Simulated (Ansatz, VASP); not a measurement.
# One calculation of Li2Se, two programs

INCAR

```
SYSTEM = Li2Se
PREC = Accurate ; ENCUT = 750
EDIFF = 1E-6 ; ISMEAR = 0
SIGMA = 0.01 ; LREAL = .FALSE.
LASPH = .TRUE. ; NELM = 120
ALGO = Normal ; ISIF = 2
LWAVE = .FALSE. ; LCHARG = .FALSE.
GGA = PE ; NBANDS = 13
GGA_COMPAT = .FALSE.
```

Contents of KPOINTS:

```
regular mesh
0
G
  6 6 6
  0 0 0
```

The input POSCAR:

```
Li2Se
1.0
    0.0000000000      3.0613874993      3.0613874993
    3.0613874993      0.0000000000      3.0613874993
    3.0613874993      3.0613874993      0.0000000000
Li Se
2 1
Direct
    0.2500000000      0.2500000000      0.2500000000
    0.7500000000      0.7500000000      0.7500000000
    0.0000000000      0.0000000000      0.0000000000
```

Input for Ansatz:

```yaml
crystal:
  lattice:
    - [0.0, 3.0613874993, 3.0613874993]
    - [3.0613874993, 0.0, 3.0613874993]
    - [3.0613874993, 3.0613874993, 0.0]
  atoms:
    - { symbol: Li, position: [0.25, 0.25, 0.25] }
    - { symbol: Li, position: [0.75, 0.75, 0.75] }
    - { symbol: Se, position: [0.0, 0.0, 0.0] }
kpoints:
  mp_grid: { grid: [6, 6, 6] }
hamiltonian:
  xc: pbe
scf:
  occupations: { method: fixed }
  n_extra_bands: 4
output:
  forces: true
  stress: true
  eigenvalues: true
```

Alike in both runs: task single point; functional PBE; k mesh 6 × 6 × 6; no spin polarisation.

|  | VASP | Ansatz |
| --- | --- | --- |
| version | VASP 6.6.1 | Ansatz 0.2.0 |
| potentials or method | VASP PAW PBE potentials, release 64 (Li_sv, Se) | plane waves, PAW |
| plane-wave cutoff (eV) | 750 | 420 |
| occupations | gaussian, width 0.01 eV | fixed |
| valence electrons in the cell | 12 | 22 |

VASP gave:

| Property | Result |
| --- | --- |
| gap on the k mesh at the Fermi level (eV) | 3.02 |
| pressure (GPa) | -1.8 |

Question: Estimate Ansatz's values.

Answer: gap on the k mesh at the Fermi level (eV): 3.02; pressure (GPa): -1.7.

VASP's potentials hold 12 valence electrons a cell and Ansatz's 22, so a difference there can come from the potentials and not from the codes.
